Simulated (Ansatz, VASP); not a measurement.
## TiC: VASP beside Ansatz

Contents of INCAR:

```
SYSTEM = TiC
PREC = Accurate
ENCUT = 520
EDIFF = 1E-6
ISMEAR = 0
SIGMA = 0.1
LREAL = .FALSE.
LASPH = .TRUE.
NELM = 80
ALGO = Normal
ISIF = 2
LWAVE = .FALSE.
LCHARG = .FALSE.
GGA = PE
NBANDS = 15
```

KPOINTS

```
regular mesh
0
G
  16 16 16
  0 0 0
```

POSCAR

```
TiC
1.0
    0.0000000000      2.1221858626      2.1221858626
    2.1221858626      0.0000000000      2.1221858626
    2.1221858626      2.1221858626      0.0000000000
Ti C
1 1
Direct
    0.0000000000      0.0000000000      0.0000000000
    0.5000000000      0.5000000000      0.5000000000
```

Input for Ansatz:

```yaml
crystal:
  lattice:
    - [0.0, 2.1221858626, 2.1221858626]
    - [2.1221858626, 0.0, 2.1221858626]
    - [2.1221858626, 2.1221858626, 0.0]
  atoms:
    - { symbol: Ti, position: [0.0, 0.0, 0.0] }
    - { symbol: C, position: [0.5, 0.5, 0.5] }
basis:
  ecutwfc: 420
kpoints:
  mp_grid: { grid: [16, 16, 16] }
hamiltonian:
  xc: pbe
scf:
  occupations: { method: gaussian, width: 0.1 }
output:
  forces: true
  stress: true
  eigenvalues: true
```

Alike in both runs: task single point; functional PBE; k mesh 16 × 16 × 16; occupations gaussian, width 0.1 eV; no spin polarisation.

|  | VASP | Ansatz |
| --- | --- | --- |
| version | VASP 6.6.1 | Ansatz 0.2.0 |
| potentials or method | VASP PAW PBE potentials, release 64 (Ti_sv, C), cutoff 520 eV | scalar-relativistic, plane waves, PAW |
| valence electrons in the cell | 16 | 16 |

Ansatz gave:

```
gap on the k mesh at the Fermi level (eV) : none
pressure (GPa)                            : 17.6
```

Problem. What did VASP give for the same quantities?

Solution. gap on the k mesh at the Fermi level (eV): none; pressure (GPa): 17.8.

A gap of «none» marks a metal or a gap that the smearing closes. With one functional, cell and mesh, what is left measures potentials, basis and numerics.
